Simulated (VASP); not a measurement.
# In3Sb (Pm-3m) in VASP: notebook

In3Sb is run at these levels: PBEsol; tasks: single point.

Program: VASP 6.6.1. These are calculated values, not measurements. Logs are shortened: lines on timing, memory, paths and dates and some standing lists are left out, and cuts for length are marked.

## 1. The cell of the first run

Symmetry: Pm-3m, No. 221, cubic system. The conventional cell has a = 4.837 Å, b = 4.837 Å, c = 4.837 Å, α = 90.00°, β = 90.00°, γ = 90.00°. In (site symmetry 4/mmm) has 8 In at 3.42 Å and 4 Sb at 3.42 Å within 4.5 Å. Sb (site symmetry m-3m) has 12 In at 3.42 Å within 4.5 Å.

## 2. Single point, PBEsol

The input, INCAR:

```
SYSTEM = In3Sb
PREC = Accurate
ENCUT = 520
EDIFF = 1E-7
ISMEAR = 1
SIGMA = 0.1
LREAL = .FALSE.
LASPH = .TRUE.
NELM = 100
ALGO = Fast
ISIF = 2
LWAVE = .FALSE.
LCHARG = .FALSE.
GGA = PS
NBANDS = 30
```

The input, KPOINTS:

```
regular mesh
0
G
  10 10 10
  0 0 0
```

The input, POSCAR:

```
In3Sb
1.0
    4.8369620000      0.0000000000      0.0000000000
    0.0000000000      4.8369620000      0.0000000000
    0.0000000000      0.0000000000      4.8369620000
In Sb
3 1
Direct
    0.5000000000      0.5000000000      0.0000000000
    0.5000000000      0.0000000000      0.5000000000
    0.0000000000      0.5000000000      0.5000000000
    0.0000000000      0.0000000000      0.0000000000
```

Potentials or basis: VASP PAW PBE potentials, release 64 (In_d, Sb).

The run is started by

```sh
$ cat potpaw_PBE.64/In_d/POTCAR potpaw_PBE.64/Sb/POTCAR > POTCAR
$ mpirun -np 1 vasp_std > vasp.out
```

OUTCAR:

```text
SYSTEM = In3Sb
   PREC = Accurate
   ENCUT = 520
   EDIFF = 1E-7
   ISMEAR = 1
   LREAL = .FALSE.
   LASPH = .TRUE.
   NELM = 100
   ISIF = 2
   GGA = PS

 ion  position               nearest neighbor table
   1  0.500  0.500  0.000-   2 3.42   3 3.42   4 3.42   2 3.42   3 3.42   2 3.42   4 3.42   2 3.42
                             3 3.42   4 3.42   3 3.42   4 3.42
   2  0.500  0.000  0.500-   1 3.42   3 3.42   4 3.42   1 3.42   4 3.42   1 3.42   3 3.42   1 3.42
                             3 3.42   4 3.42   4 3.42   3 3.42
   3  0.000  0.500  0.500-   1 3.42   2 3.42   4 3.42   1 3.42   4 3.42   2 3.42   4 3.42   4 3.42
                             1 3.42   2 3.42   1 3.42   2 3.42
   4  0.000  0.000  0.000-   1 3.42   2 3.42   3 3.42   2 3.42   3 3.42   1 3.42   3 3.42   3 3.42
                             1 3.42   2 3.42   2 3.42   1 3.42

  LATTYP: Found a simple cubic cell.
 ALAT       =     4.8369620000

  Lattice vectors:

 A1 = (   4.8369620000,   0.0000000000,   0.0000000000)
 A2 = (   0.0000000000,   4.8369620000,   0.0000000000)
 A3 = (   0.0000000000,   0.0000000000,   4.8369620000)

Analysis of symmetry for initial positions (statically):
=====================================================================
 Subroutine PRICEL returns:
 Original cell was already a primitive cell.

 Routine SETGRP: Setting up the symmetry group for a
 simple cubic supercell.

 Subroutine GETGRP returns: Found 48 space group operations
 (whereof 48 operations were pure point group operations)
 out of a pool of 48 trial point group operations.

The static configuration has the point symmetry O_h .

Analysis of symmetry for dynamics (positions and initial velocities):
=====================================================================
 Subroutine PRICEL returns:
 Original cell was already a primitive cell.

 Routine SETGRP: Setting up the symmetry group for a
 simple cubic supercell.

 Subroutine GETGRP returns: Found 48 space group operations
 (whereof 48 operations were pure point group operations)
 out of a pool of 48 trial point group operations.

The dynamic configuration has the point symmetry O_h .

 Subroutine INISYM returns: Found 48 space group operations
 (whereof 48 operations are pure point group operations),
 and found     1 'primitive' translations

----------------------------------------------------------------------------------------

                                     Primitive cell

  volume of cell :     113.1665

[... 95 lines left out ...]
   NSW    =      0    number of steps for IOM
   IBRION =     -1    ionic relax: 0-MD 1-quasi-New 2-CG
   NFREE  =      0    steps in history (QN), initial steepest desc. (CG)
   ISIF   =      2    stress and relaxation
   ISYM   =      2    0-nonsym 1-usesym 2-fastsym
   POTIM  = 0.5000    time-step for ionic-motion
   TEBEG  =    0.0;   TEEND  =   0.0 temperature during run
   PSTRESS=    0.0 pullay stress
   NELECT =      44.0000    total number of electrons
   NUPDOWN=      -1.0000    fix difference up-down
   EMIN   =  10.00;   EMAX   =-10.00  energy-range for DOS
   EFERMI =   0.00;   METHOD = LEGACY
   ISMEAR =     1;   SIGMA  =   0.10  broadening in eV -4-tet -1-fermi 0-gaus
   EFERMI_NEDOS =   21; number of points for ismear=-14 and -15
   IALGO  =     68    algorithm
   IMIX   =      4    mixing-type and parameters
     AMIX     =   0.40;   BMIX     =  1.00
     AMIX_MAG =   1.60;   BMIX_MAG =  1.00
  volume/ion in A,a.u.               =      28.29       190.92
  Fermi-wavevector in a.u.,A,eV,Ry     =   1.194867  2.257972 19.425148  1.427708
  Thomas-Fermi vector in A             =   2.330847
   LORBIT       =      0    0 simple, 1 ext, 2 COOP (PROOUT), +10 PAW based schemes
   GGA     = PS    functional components
   LHFCALC =     F    Hartree Fock is set to
   AEXX    =    0.0000 exact exchange contribution
   IVDW    =     0    specifies the selected vdW correction
   LEPSILON=     F    determine dielectric tensor
   LRPA    =     F    only Hartree local field effects (RPA)
 non-spin polarized calculation
 RMM-DIIS sequential band-by-band and
 Methfessel and Paxton  Order N= 1 SIGMA  =   0.10
  energy-cutoff  :      520.00
  volume of cell :      113.17
 maximum number of plane-waves:      3112
 NGX is ok and might be reduce to    36
   NGX = 17   NGY = 17   NGZ = 17

 number of electron      43.9999994 magnetization

 Free energy of the ion-electron system (eV)
  ---------------------------------------------------
  ext. energy  EPLUGINS =         0.00000000
  ---------------------------------------------------
  free energy    TOTEN  =       -13.34258823 eV

  energy without entropy =      -13.34134112  energy(sigma->0) =      -13.34217253

 E-fermi :   6.6453     XC(G=0): -10.0499

 val. band max:        6.6189242056   @ k =   0.5000   0.1000   0.0000
 cond. band min:       6.6470448201   @ k =   0.3000   0.1000   0.0000
 fundamental gap:      0.0281206144
 Fermi energy:         6.6452608623

 k-point     1 :       0.0000    0.0000    0.0000
  band No.  band energies     occupation
      1      -7.8162      2.00000
      2      -7.8145      2.00000
      3      -7.8145      2.00000
      4      -7.8145      2.00000
      5      -7.6846      2.00000
      6      -7.6846      2.00000
[... 781 lines left out ...]
     29      11.7076      0.00000
     30      13.7229      0.00000

 [... further k-points ...]

------------------------ aborting loop because EDIFF is reached ----------------------------------------

  FORCE on cell =-STRESS in cart. coord.  units (eV):
  Direction    XX          YY          ZZ          XY          YZ          ZX
  --------------------------------------------------------------------------------------
  -------------------------------------------------------------------------------------
  Total       -1.9207259     -1.9207259     -1.9207259     -0.0000000     -0.0000000      0.0000000
  in kB      -27.1930522    -27.1930522    -27.1930522     -0.0000000     -0.0000000      0.0000000
  external PRESSURE =     -27.1930522 kB  Pullay stress =       0.0000000 kB

 VOLUME and BASIS-vectors are now :
 -----------------------------------------------------------------------------
  energy-cutoff  :      520.00
  volume of cell :      113.17
      direct lattice vectors                 reciprocal lattice vectors
     4.836962000  0.000000000  0.000000000     0.206741339  0.000000000  0.000000000
     0.000000000  4.836962000  0.000000000     0.000000000  0.206741339  0.000000000
     0.000000000  0.000000000  4.836962000     0.000000000  0.000000000  0.206741339

 POSITION                                       TOTAL-FORCE (eV/Angst)
 -----------------------------------------------------------------------------------
      2.41848      2.41848      0.00000         0.000000      0.000000      0.000000
      2.41848      0.00000      2.41848         0.000000      0.000000      0.000000
      0.00000      2.41848      2.41848         0.000000      0.000000      0.000000
      0.00000      0.00000      0.00000         0.000000      0.000000      0.000000
 -----------------------------------------------------------------------------------
    total drift:                                0.000000      0.000000      0.000000

  FREE ENERGIE OF THE ION-ELECTRON SYSTEM (eV)
  ---------------------------------------------------
  free  energy   TOTEN  =       -13.3425882320 eV

  energy  without entropy=      -13.3413411198  energy(sigma->0) =      -13.34217253
```

OSZICAR:

```text
N       E                     dE             d eps       ncg     rms          rms(c)
DAV:   1     0.389255209152E+03    0.38926E+03   -0.20325E+04  3360   0.179E+03
DAV:   2     0.226692011186E+02   -0.36659E+03   -0.35933E+03  3396   0.432E+02
DAV:   3    -0.120385466715E+02   -0.34708E+02   -0.34104E+02  4072   0.154E+02
DAV:   4    -0.133992694156E+02   -0.13607E+01   -0.13582E+01  3880   0.328E+01
DAV:   5    -0.134744721048E+02   -0.75203E-01   -0.75196E-01  5004   0.646E+00    0.372E+00
RMM:   6    -0.133594074105E+02    0.11506E+00   -0.21645E-01  3690   0.458E+00    0.200E+00
RMM:   7    -0.133436349846E+02    0.15772E-01   -0.53383E-02  4198   0.183E+00    0.679E-01
RMM:   8    -0.133422172005E+02    0.14178E-02   -0.14722E-02  4407   0.101E+00    0.128E-01
RMM:   9    -0.133425154049E+02   -0.29820E-03   -0.40969E-03  5111   0.415E-01    0.136E-01
RMM:  10    -0.133425813821E+02   -0.65977E-04   -0.67729E-04  4420   0.268E-01    0.424E-02
RMM:  11    -0.133425621330E+02    0.19249E-04   -0.34077E-04  4236   0.172E-01    0.299E-02
RMM:  12    -0.133425860827E+02   -0.23950E-04   -0.26442E-04  5696   0.909E-02    0.727E-03
RMM:  13    -0.133425870897E+02   -0.10070E-05   -0.19480E-05  4927   0.273E-02    0.117E-02
RMM:  14    -0.133425883790E+02   -0.12894E-05   -0.65702E-06  5507   0.142E-02    0.132E-02
RMM:  15    -0.133425888050E+02   -0.42596E-06   -0.91848E-07  3499   0.740E-03    0.271E-02
RMM:  16    -0.133425883201E+02    0.48488E-06   -0.34543E-07  2375   0.603E-03    0.980E-03
RMM:  17    -0.133425882320E+02    0.88123E-07   -0.17470E-07  2048   0.298E-03
   1 F= -.13342588E+02 E0= -.13342173E+02  d E =-.124711E-02
```

stdout:

```text
POSCAR found type information on POSCAR InSb
 POSCAR found :  2 types and       4 ions
 scaLAPACK will be used
 -----------------------------------------------------------------------------
|                                                                             |
|                                                                             |
|     You enforced a specific xc type in the INCAR file but a different       |
|     I HOPE YOU KNOW WHAT YOU ARE DOING!                                     |
|                                                                             |
 -----------------------------------------------------------------------------

 LDA part: xc-table for (Slater+PW92), standard interpolation
 POSCAR, INCAR and KPOINTS ok, starting setup
 FFT: planning ... GRIDC
 FFT: planning ... GRID_SOFT
 FFT: planning ... GRID
 WAVECAR not read
 entering main loop
WARNING in EDDRMM: call to ZHEGV failed, returncode =   8  4     30
```

Run time: 2.2 min. Hardware: 1 thread of AMD EPYC 7R13 (Zen 3), shared host; peak memory 0.28 GiB.

Results:

| Quantity | Value |
| --- | --- |
| Free energy | -13.3426 eV |
| Pressure | -2.7 GPa |
| Band gap on the k mesh | zero (bands 22 and 23 overlap by 3.54 eV) |

Levels at points of the mesh, in eV from the Fermi level:
```
           k point  band 20  band 21  band 22  band 23  band 24  band 25
(0.00, 0.00, 0.00)    -2.72    -2.28    -2.28     2.36     2.36     2.36
(0.50, 0.00, 0.00)    -1.44    -1.44    -0.10    -0.10     0.26     1.17
(0.50, 0.50, 0.00)    -0.48    -0.03     0.37     0.37     1.43     1.64
(0.50, 0.50, 0.50)    -3.84    -3.84    -3.84    -3.00     5.33     5.33
```

Caveat: the PAW data sets were made with another functional, which shifts forces and pressure a little; spin-orbit coupling is left out, which moves the levels of the heavy elements.

## 3. Single point, PBEsol

The input, INCAR:

```
ALGO = Fast
EDIFF = 1E-7
ENCUT = 520
GGA = PS
ISIF = 2
ISMEAR = 1
LASPH = T
LCHARG = F
LREAL = F
LWAVE = F
NBANDS = 30
NELM = 80
PREC = Accurate
SIGMA = 0.2
```

The input, KPOINTS:

```
k-points
0
Gamma
  10 10 10
```

POSCAR is that of step 2.

Potentials or basis: VASP PAW PBE potentials, release 64 (In_d, Sb).

The run is started by

```sh
$ cat potpaw_PBE.64/In_d/POTCAR potpaw_PBE.64/Sb/POTCAR > POTCAR
$ mpirun -np 1 vasp_std > vasp.out
```

Wall time 2.3 min (1 thread of AMD EPYC 7R13 (Zen 3), shared host); peak memory 0.28 GiB.

Results (log left out):

| Property | Result |
| --- | --- |
| Free energy | -13.3441 eV |
| Pressure | -2.7 GPa |
| Band gap on the k mesh | zero (bands 22 and 23 overlap by 3.54 eV) |

Levels at points of the mesh, in eV from the Fermi level:
| k point | band 18 | band 19 | band 20 | band 21 | band 22 | band 23 | band 24 | band 25 | band 26 | band 27 |
| --- | --- | --- | --- | --- | --- | --- | --- | --- | --- | --- |
| (0.00, 0.00, 0.00) | -2.73 | -2.73 | -2.73 | -2.29 | -2.29 | 2.35 | 2.35 | 2.35 | 3.90 | 3.90 |
| (0.50, 0.00, 0.00) | -3.82 | -1.74 | -1.44 | -1.44 | -0.11 | -0.11 | 0.26 | 1.16 | 4.45 | 4.56 |
| (0.50, 0.50, 0.00) | -5.81 | -5.58 | -0.49 | -0.03 | 0.37 | 0.37 | 1.42 | 1.63 | 1.63 | 1.90 |
| (0.50, 0.50, 0.50) | -4.32 | -4.32 | -3.84 | -3.84 | -3.84 | -3.01 | 5.32 | 5.32 | 5.32 | 7.88 |

Caveat: the PAW data sets were made with another functional, which shifts forces and pressure a little; spin-orbit coupling is left out, which moves the levels of the heavy elements.

## 4. Single point, PBEsol

The input, INCAR:

```
SYSTEM = In3Sb
PREC     = Accurate       ! precision mode
ENCUT    = 520            ! plane-wave cutoff, eV
EDIFF    = 1E-6           ! SCF threshold, eV
ISMEAR   = 1              ! smearing method
SIGMA    = 0.02           ! smearing width, eV
LREAL    = .FALSE.        ! projectors in reciprocal space
LASPH    = .TRUE.         ! aspherical terms in the spheres
NELM     = 100            ! most SCF steps
ALGO     = Fast           ! electronic algorithm
ISIF     = 2              ! what is computed and relaxed
LWAVE    = .FALSE.        ! write WAVECAR
LCHARG   = .FALSE.        ! write CHGCAR
GGA      = PS             ! functional
NBANDS   = 30             ! bands
```

The input, KPOINTS:

```
Automatic mesh
0
G
  10 10 10
  0 0 0
```

POSCAR is that of step 3.

The run is started by

```sh
$ cat potpaw_PBE.64/In_d/POTCAR potpaw_PBE.64/Sb/POTCAR > POTCAR
$ mpirun -np 1 vasp_std > vasp.out
```

It took 2 min on 1 thread of AMD EPYC 7R13 (Zen 3), shared host; peak memory 0.28 GiB.

The run converged. Its results:

| Property | Result |
| --- | --- |
| Free energy | -13.3414 eV |
| Pressure | -2.7 GPa |
| Band gap on the k mesh | zero (bands 22 and 23 overlap by 3.54 eV) |

Levels at points of the mesh, in eV from the Fermi level:
```
           k point  band 18  band 19  band 20  band 21  band 22  band 23  band 24  band 25  band 26  band 27
(0.00, 0.00, 0.00)    -2.71    -2.71    -2.71    -2.27    -2.27     2.37     2.37     2.37     3.92     3.92
(0.50, 0.00, 0.00)    -3.81    -1.72    -1.42    -1.42    -0.09    -0.09     0.28     1.18     4.47     4.58
(0.50, 0.50, 0.00)    -5.79    -5.57    -0.47    -0.01     0.39     0.39     1.44     1.65     1.65     1.92
(0.50, 0.50, 0.50)    -4.30    -4.30    -3.82    -3.82    -3.82    -2.99     5.34     5.34     5.34     7.90
```

Caveat: the PAW data sets were made with another functional, which shifts forces and pressure a little; spin-orbit coupling is left out, which moves the levels of the heavy elements.

[end of part 1 of 2]

The gap in the log of VASP goes by the Fermi energy; the results here count the filled bands.